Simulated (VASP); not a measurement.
Set up this calculation in VASP 6.6.1, as the native input.

```
Task                   : single point
Functional             : PBE
Potentials or basis    : VASP PAW PBE potentials, release 64 (Mg, O)
Cutoff                 : 520 eV
k mesh                 : 9 × 9 × 2
Occupations            : gaussian, width 0.05 eV
Spin                   : no spin polarisation
Dipole correction      : no
Further INCAR settings : ALGO = Normal; EDIFF = 1e-07; NBANDS = 36
```

The structure of MgO lies in POSCAR:

```
MgO
1.0
    2.1351500000     -2.1351500000      0.0000000000
    2.1351500000      0.0000000000     -2.1351500000
    8.5406000000      8.5406000000      8.5406000000
Mg O
6 6
Direct
    0.6666666667      0.6666666667      0.1666666667
    0.0000000000      0.0000000000      0.0000000000
    0.3333333333      0.3333333333      0.3333333333
    0.6666666667      0.6666666667      0.6666666667
    0.0000000000      0.0000000000      0.5000000000
    0.3333333333      0.3333333333      0.8333333333
    0.6666666667      0.6666666667      0.4166666667
    0.0000000000      0.0000000000      0.2500000000
    0.3333333333      0.3333333333      0.5833333333
    0.6666666667      0.6666666667      0.9166666667
    1.0000000000      1.0000000000      0.7500000000
    0.3333333333      0.3333333333      0.0833333333
```

One way to write it, as run:

INCAR

```
PREC     = Accurate       # precision mode
ENCUT    = 520            # plane-wave cutoff, eV
EDIFF    = 1E-7           # SCF threshold, eV
ISMEAR   = 0              # smearing method
SIGMA    = 0.05           # smearing width, eV
LREAL    = False          # projectors in reciprocal space
LASPH    = True           # aspherical terms in the spheres
NELM     = 100            # most SCF steps
ALGO     = Normal         # electronic algorithm
ISIF     = 2              # what is computed and relaxed
LWAVE    = False          # write WAVECAR
LCHARG   = True           # write CHGCAR
GGA      = PE             # functional
LELF     = True           # ELF
LVHAR    = True         
NBANDS   = 36             # bands
```

KPOINTS

```
regular mesh
0
Gamma
  9 9 2
```

Potentials or basis: VASP PAW PBE potentials, release 64 (Mg, O).

Command:

```bash
$ cat potpaw_PBE.64/Mg/POTCAR potpaw_PBE.64/O/POTCAR > POTCAR
$ mpirun -np 1 vasp_std > vasp.out
```

It gave:

```json
{
 "Pressure": "-2.4 GPa",
 "Band gap on the k mesh": "4.34 eV"
}
```

Run time: 3.1 min on 1 thread of Intel Xeon 6975P-C (shared host), peak memory 0.28 GiB.
